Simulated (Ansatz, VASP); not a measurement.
**AlP: VASP beside Ansatz**

```
CELL_PARAMETERS angstrom
0.00000 2.75348 2.75348
2.75348 0.00000 2.75348
2.75348 2.75348 0.00000
ATOMIC_POSITIONS crystal
Al 0.00000 0.00000 0.00000
P 0.25000 0.25000 0.25000
```

Alike in both runs: functional PBE; k mesh 8 × 8 × 8; occupations gaussian, width 0.02 eV; no spin polarisation.

Ansatz relaxed the structure, and its values are those at the end. VASP's run is a single point on that final structure, the one shown.

```csv
,VASP,Ansatz
version,VASP 6.6.1,Ansatz 0.2.0
potentials or method,"VASP PAW PBE potentials, release 64 (Al, P), cutoff 500 eV","scalar-relativistic, plane waves, PAW"
valence electrons in the cell,8,8
```

```tsv
	VASP	Ansatz	Ansatz less VASP
gap on the k mesh at the Fermi level (eV)	1.63	1.63	+0.002
least direct gap on the mesh (eV)	3.09	3.09	+0.003
pressure (GPa)	-0.1	0.0	+0.07
```
